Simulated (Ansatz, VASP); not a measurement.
**Two plane-wave programs on GaS3**

```
Ga S
1.0
     4.65957    0.00000    0.00000
     0.00000    4.65957    0.00000
     0.00000    0.00000    3.09165
Ga S
1 3
Direct
  0.00000 0.00000 0.00000
  0.00000 0.50000 0.50000
  0.50000 0.00000 0.50000
  0.50000 0.50000 0.00000
```

Alike in both runs: functional PBE; k mesh 4 × 4 × 4; occupations gaussian, width 0.1 eV; no spin polarisation.

Ansatz relaxed the structure, and its values are those at the end. VASP's run is a single point on that final structure, the one shown.

|  | VASP | Ansatz |
| --- | --- | --- |
| version | VASP 6.6.1 | Ansatz 0.2.0 |
| potentials or method | VASP PAW PBE potentials, release 64 (Ga_d, S), cutoff 520 eV | scalar-relativistic, plane waves, PAW |
| valence electrons in the cell | 31 | 31 |

VASP gave:

| Item | Value |
| --- | --- |
| gap on the k mesh at the Fermi level (eV) | none |
| pressure (GPa) | 0.0 |

**Question.** Which values does Ansatz return?

**Answer.** gap on the k mesh at the Fermi level (eV): none; pressure (GPa): 0.1.

A gap of «none» marks a metal or a gap that the smearing closes. The functional is the same, so the differences come from potentials, cutoffs and numerics.

The k mesh is coarse, so the values compare programs but aren't converged.
